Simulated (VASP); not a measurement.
# AlRu in VASP: single point with PBE

Aim: the single point of AlRu with PBE.

Program: VASP 6.6.1. These are calculated values, not measurements. Logs are shortened: lines on timing, memory, paths and dates and some standing lists are left out, and cuts for length are marked.

## 1. The cell of the first run

The cell holds a slab with vacuum, 2 atoms: a = 3.004 Å, b = 4.249 Å, c = 16.000 Å, α = 90.00°, β = 90.00°, γ = 90.00°.

## 2. Single point, PBE

Contents of POSCAR:

```
AlRu
1.0
    3.0043569641      0.0000000000      0.0000000000
    0.0000000000      4.2488023649      0.0000000000
    0.0000000000      0.0000000000     16.0000000000
Ru Al
1 1
Direct
    0.7500000000      0.2500000000      0.5000000000
    0.2500000000      0.7500000000      0.5000000000
```

Contents of INCAR.step1:

```
PREC = Accurate
ENCUT = 520
EDIFF = 1E-6
ISMEAR = -1
SIGMA = 0.1
LREAL = False
LASPH = True
NELM = 80
ALGO = Normal
ISIF = 2
LWAVE = False
LCHARG = True
LMAXMIX = 4
LDIPOL = True
IDIPOL = 3
DIPOL = 0.5 0.5 0.500
GGA = PE
NBANDS = 16
```

Contents of KPOINTS.step1:

```
regular mesh
0
Gamma
  12 9 1
```

Contents of INCAR.step2:

```
PREC = Accurate
ENCUT = 520
EDIFF = 1E-6
ISMEAR = -5
SIGMA = 0.1
LREAL = False
LASPH = True
NELM = 80
ALGO = Normal
ISIF = 2
LWAVE = False
LCHARG = False
LMAXMIX = 4
LDIPOL = True
IDIPOL = 3
DIPOL = 0.5 0.5 0.500
GGA = PE
LORBIT = 11
NBANDS = 16
NEDOS = 2001
ICHARG = 11
```

Contents of KPOINTS.step2:

```
regular mesh
0
Gamma
  18 14 1
```

Potentials or basis: VASP PAW PBE potentials, release 64 (Ru_pv, Al).

The run is started by

```sh
$ cat potpaw_PBE.64/Ru_pv/POTCAR potpaw_PBE.64/Al/POTCAR > POTCAR
$ cp INCAR.step1 INCAR
$ cp KPOINTS.step1 KPOINTS
$ mpirun -np 1 vasp_std > vasp.out
$ cp INCAR.step2 INCAR
$ cp KPOINTS.step2 KPOINTS
$ mpirun -np 1 vasp_std > vasp.out
```

OUTCAR:

```text
PREC = Accurate
   ENCUT = 520
   EDIFF = 1E-6
   ISMEAR = -5
   LREAL = False
   LASPH = True
   NELM = 80
   ISIF = 2
   GGA = PE
   LORBIT = 11
   ICHARG = 11

 ion  position               nearest neighbor table
   1  0.750  0.250  0.500-   2 2.60   2 2.60   2 2.60   2 2.60
   2  0.250  0.750  0.500-   1 2.60   1 2.60   1 2.60   1 2.60

  LATTYP: Found a simple orthorhombic cell.
 ALAT       =     3.0043569641
 B/A-ratio  =     1.4142135624
 C/A-ratio  =     5.3255988523

  Lattice vectors:

 A1 = (   3.0043569641,   0.0000000000,   0.0000000000)
 A2 = (   0.0000000000,   4.2488023649,   0.0000000000)
 A3 = (   0.0000000000,   0.0000000000,  16.0000000000)

Analysis of symmetry for initial positions (statically):
=====================================================================
 Subroutine PRICEL returns:
 Original cell was already a primitive cell.

 Routine SETGRP: Setting up the symmetry group for a
 simple orthorhombic supercell.

 Subroutine GETGRP returns: Found  8 space group operations
 (whereof  2 operations were pure point group operations)
 out of a pool of  8 trial point group operations.

The static configuration has the point symmetry C_1h.
 The point group associated with its full space group is D_2h.

Analysis of symmetry for dynamics (positions and initial velocities):
=====================================================================
 Subroutine PRICEL returns:
 Original cell was already a primitive cell.

 Routine SETGRP: Setting up the symmetry group for a
 simple orthorhombic supercell.

 Subroutine GETGRP returns: Found  8 space group operations
 (whereof  2 operations were pure point group operations)
 out of a pool of  8 trial point group operations.

The dynamic configuration has the point symmetry C_1h.
 The point group associated with its full space group is D_2h.

 Subroutine INISYM returns: Found  8 space group operations
 (whereof  2 operations are pure point group operations),
 and found     1 'primitive' translations

----------------------------------------------------------------------------------------

                                     Primitive cell

  volume of cell :     204.2387

  direct lattice vectors                    reciprocal lattice vectors
     3.004356964  0.000000000  0.000000000     0.332849928  0.000000000  0.000000000
     0.000000000  4.248802365  0.000000000     0.000000000  0.235360441  0.000000000
     0.000000000  0.000000000 16.000000000     0.000000000  0.000000000  0.062500000

  length of vectors
     3.004356964  4.248802365 16.000000000     0.332849928  0.235360441  0.062500000

  position of ions in fractional coordinates (direct lattice)
     0.750000000  0.250000000  0.500000000
     0.250000000  0.750000000  0.500000000

  ion indices of the primitive-cell ions
   primitive index   ion index
                 1           1
                 2           2

----------------------------------------------------------------------------------------

 KPOINTS: regular mesh

Automatic generation of k-mesh.
 Grid dimensions read from file:
 generate k-points for:   18   14    1

 Generating k-lattice:

  Cartesian coordinates                     Fractional coordinates (reciprocal lattice)
     0.018491663  0.000000000  0.000000000     0.055555556  0.000000000  0.000000000
     0.000000000  0.016811460  0.000000000     0.000000000  0.071428571  0.000000000
     0.000000000  0.000000000  0.062500000     0.000000000  0.000000000  1.000000000

  Length of vectors
     0.018491663  0.016811460  0.062500000

  Shift w.r.t. Gamma in fractional coordinates (k-lattice)
     0.000000000  0.000000000  0.000000000

 TETIRR: Found    756 inequivalent tetrahedra from     1512

 Subroutine IBZKPT returns following result:
 ===========================================

 Found     80 irreducible k-points:

 Following reciprocal coordinates:
            Coordinates               Weight
  0.000000  0.000000  0.000000      1.000000
  0.055556  0.000000  0.000000      2.000000
  0.111111  0.000000  0.000000      2.000000
  0.166667  0.000000  0.000000      2.000000
  0.222222  0.000000  0.000000      2.000000
  0.277778  0.000000  0.000000      2.000000
[... 16 lines left out ...]
  0.111111  0.142857  0.000000      4.000000
  0.166667  0.142857  0.000000      4.000000
 [... further k-points ...]
   k-points           NKPTS =     80   k-points in BZ     NKDIM =     80   number of bands    NBANDS=     16
   number of dos      NEDOS =   2001   number of ions     NIONS =      2
   total plane-waves  NPLWV =  92160
   dimension x,y,z NGX =    24 NGY =   32 NGZ =  120
   dimension x,y,z NGXF=    48 NGYF=   64 NGZF=  240
   ions per type =               1   1
   NGX,Y,Z   is equivalent  to a cutoff of  13.28, 12.52, 12.47 a.u.
   NGXF,Y,Z  is equivalent  to a cutoff of  26.56, 25.04, 24.94 a.u.
 SYSTEM =  unknown system
   PREC   = accura    normal or accurate (medium, high low for compatibility)
   ISTART =      0    job   : 0-new  1-cont  2-samecut
   ICHARG =     11    charge: 1-file 2-atom 10-const
   ISPIN  =      1    spin polarized calculation?
   LNONCOLLINEAR =      F non collinear calculations
   LSORBIT =      F    spin-orbit coupling
   LASPH  =      T    aspherical Exc in radial PAW
   ENCUT  =  520.0 eV  38.22 Ry    6.18 a.u.   5.59  7.90 29.75*2*pi/ulx,y,z
   NELM   =     80;   NELMIN=  2; NELMDL=  0     # of ELM steps
   EDIFF  = 0.1E-05   stopping-criterion for ELM
   LREAL  =      F    real-space projection
   EDIFFG = 0.1E-04   stopping-criterion for IOM
   NSW    =      0    number of steps for IOM
   IBRION =     -1    ionic relax: 0-MD 1-quasi-New 2-CG
   NFREE  =      0    steps in history (QN), initial steepest desc. (CG)
   ISIF   =      2    stress and relaxation
   ISYM   =      2    0-nonsym 1-usesym 2-fastsym
   POTIM  = 0.5000    time-step for ionic-motion
   TEBEG  =    0.0;   TEEND  =   0.0 temperature during run
   PSTRESS=    0.0 pullay stress
   NELECT =      17.0000    total number of electrons
   NUPDOWN=      -1.0000    fix difference up-down
   EMIN   =  10.00;   EMAX   =-10.00  energy-range for DOS
   EFERMI =   0.00;   METHOD = LEGACY
   ISMEAR =    -5;   SIGMA  =   0.10  broadening in eV -4-tet -1-fermi 0-gaus
   EFERMI_NEDOS =   21; number of points for ismear=-14 and -15
   IALGO  =     38    algorithm
   IMIX   =      4    mixing-type and parameters
     AMIX     =   0.40;   BMIX     =  1.00
     AMIX_MAG =   1.60;   BMIX_MAG =  1.00
  volume/ion in A,a.u.               =     102.12       689.14
  Fermi-wavevector in a.u.,A,eV,Ry     =   0.714790  1.350757  6.951553  0.510925
  Thomas-Fermi vector in A             =   1.802782
   LORBIT       =     11    0 simple, 1 ext, 2 COOP (PROOUT), +10 PAW based schemes
   GGA     = PE    functional components
   LHFCALC =     F    Hartree Fock is set to
   AEXX    =    0.0000 exact exchange contribution
   IVDW    =     0    specifies the selected vdW correction
   LEPSILON=     F    determine dielectric tensor
   LRPA    =     F    only Hartree local field effects (RPA)
 non-spin polarized calculation
 Fermi weights with tetrahedron method with Bloechl corrections
  energy-cutoff  :      520.00
  volume of cell :      204.24
 maximum number of plane-waves:      5544
 NGX is ok and might be reduce to    24

 number of electron      17.0000001 magnetization

 dipolmoment           0.000000      0.000000     -0.000000 electrons x Angstroem

 Free energy of the ion-electron system (eV)
  ---------------------------------------------------
  ext. energy  EPLUGINS =         0.00000000
  ---------------------------------------------------
  free energy    TOTEN  =       -10.48586560 eV

  energy without entropy =      -10.48586560  energy(sigma->0) =      -10.48586560

 E-fermi :  -2.9787     XC(G=0):  -2.9170

 val. band max:       -2.9935895571   @ k =   0.1111   0.1429   0.0000
 cond. band min:      -2.9999046146   @ k =   0.1667   0.4286   0.0000
 fundamental gap:     -0.0063150575
 Fermi energy:        -2.9786709626

 k-point     1 :       0.0000    0.0000    0.0000
  band No.  band energies     occupation
      1     -44.5192      2.00000
      2     -44.4248      2.00000
      3     -44.3066      2.00000
      4      -9.2985      2.00000
      5      -5.2018      2.00000
      6      -3.5260      2.00000
[... 8 lines left out ...]
     15       3.6641      0.00000
     16       4.4487      0.00000

 k-point     2 :       0.0556    0.0000    0.0000
  band No.  band energies     occupation
      1     -44.5247      2.00000
      2     -44.4243      2.00000
      3     -44.3061      2.00000
      4      -9.2433      2.00000
      5      -5.1474      2.00000
      6      -3.5124      2.00000
[... 8 lines left out ...]
     15       3.6642      0.00000
     16       4.4978      0.00000

 k-point     3 :       0.1111    0.0000    0.0000
  band No.  band energies     occupation
      1     -44.5404      2.00000
      2     -44.4229      2.00000
      3     -44.3044      2.00000
      4      -9.0794      2.00000
      5      -4.9902      2.00000
      6      -3.5851      2.00000
[... 8 lines left out ...]
     15       3.6002      0.00000
     16       4.5600      0.00000

 k-point     4 :       0.1667    0.0000    0.0000
  band No.  band energies     occupation
      1     -44.5645      2.00000
      2     -44.4207      2.00000
      3     -44.3019      2.00000
      4      -8.8116      2.00000
      5      -4.7504      2.00000
      6      -4.0303      2.00000
[... 8 lines left out ...]
     15       3.2482      0.00000
     16       4.0897      0.00000

 k-point     5 :       0.2222    0.0000    0.0000
  band No.  band energies     occupation
      1     -44.5939      2.00000
      2     -44.4180      2.00000
      3     -44.2989      2.00000
      4      -8.4476      2.00000
      5      -4.4702      2.00000
      6      -4.4510      2.00000
[... 8 lines left out ...]
     15       3.5822      0.00000
     16       4.1163      0.00000

 k-point     6 :       0.2778    0.0000    0.0000
  band No.  band energies     occupation
      1     -44.6251      2.00000
      2     -44.4151      2.00000
      3     -44.2956      2.00000
      4      -7.9981      2.00000
      5      -4.8176      2.00000
      6      -4.2288      2.00000
[... 8 lines left out ...]
     15       4.0149      0.00000
     16       4.2404      0.00000
[... 267 lines left out ...]
 k-point    21 :       0.0000    0.1429    0.0000
  band No.  band energies     occupation
      1     -44.5192      2.00000
      2     -44.4248      2.00000
      3     -44.3074      2.00000
      4      -9.0987      2.00000
      5      -5.2435      2.00000
      6      -3.9178      2.00000
[... 8 lines left out ...]
     15       4.1101      0.00000
     16       4.5883      0.00000

 k-point    22 :       0.0556    0.1429    0.0000
  band No.  band energies     occupation
      1     -44.5247      2.00000
      2     -44.4243      2.00000
      3     -44.3069      2.00000
      4      -9.0449      2.00000
      5      -5.1870      2.00000
      6      -3.9020      2.00000
[... 8 lines left out ...]
     15       4.1580      0.00000
     16       4.6118      0.00000

 k-point    23 :       0.1111    0.1429    0.0000
  band No.  band energies     occupation
      1     -44.5404      2.00000
      2     -44.4228      2.00000
      3     -44.3052      2.00000
      4      -8.8856      2.00000
      5      -5.0230      2.00000
      6      -3.8600      2.00000
[... 8 lines left out ...]
     15       4.2969      0.00000
     16       4.3729      0.00000

 k-point    24 :       0.1667    0.1429    0.0000
  band No.  band energies     occupation
      1     -44.5645      2.00000
      2     -44.4206      2.00000
      3     -44.3027      2.00000
      4      -8.6263      2.00000
      5      -4.7699      2.00000
      6      -4.1076      2.00000
[... 8 lines left out ...]
     15       3.4425      0.00000
     16       4.5108      0.00000

 [... further k-points ...]

------------------------ aborting loop because EDIFF is reached ----------------------------------------

 vacuum level on the upper side and lower side of the slab       (xc-potential included)        -0.048        -0.048

  FORCE on cell =-STRESS in cart. coord.  units (eV):
  Direction    XX          YY          ZZ          XY          YZ          ZX
  --------------------------------------------------------------------------------------
  -------------------------------------------------------------------------------------
  Total       -5.1874050     -5.7887840      1.0938328     -0.0000000      0.0000000      0.0000000
  in kB      -40.6932798    -45.4108762      8.5807152     -0.0000000      0.0000000      0.0000000
  external PRESSURE =     -25.8411469 kB  Pullay stress =       0.0000000 kB

 VOLUME and BASIS-vectors are now :
 -----------------------------------------------------------------------------
  energy-cutoff  :      520.00
  volume of cell :      204.24
      direct lattice vectors                 reciprocal lattice vectors
     3.004356964  0.000000000  0.000000000     0.332849928  0.000000000  0.000000000
     0.000000000  4.248802365  0.000000000     0.000000000  0.235360441  0.000000000
     0.000000000  0.000000000 16.000000000     0.000000000  0.000000000  0.062500000

 POSITION                                       TOTAL-FORCE (eV/Angst)
 -----------------------------------------------------------------------------------
      2.25327      1.06220      8.00000         0.000000      0.000000      0.000000
      0.75109      3.18660      8.00000         0.000000      0.000000      0.000000
 -----------------------------------------------------------------------------------
    total drift:                                0.000000     -0.000000     -0.000000

  FREE ENERGIE OF THE ION-ELECTRON SYSTEM (eV)
  ---------------------------------------------------
  free  energy   TOTEN  =       -10.4858655967 eV

  energy  without entropy=      -10.4858655967  energy(sigma->0) =      -10.48586560

 vacuum level on the upper side and lower side of the slab         2.141         2.141

 total charge

# of ion       s       p       d       tot
------------------------------------------
    1        0.287   6.106   6.084  12.477
    2        0.467   0.304   0.000   0.770
--------------------------------------------------
tot          0.754   6.409   6.084  13.247
```

Wall time 92 s (1 thread of Intel Xeon 6975P-C (Granite Rapids), shared host); peak memory 0.44 GiB.

Results:

| Item | Value |
| --- | --- |
| Valence electrons inside the program's atomic spheres | Ru 12.48; Al 0.77 |
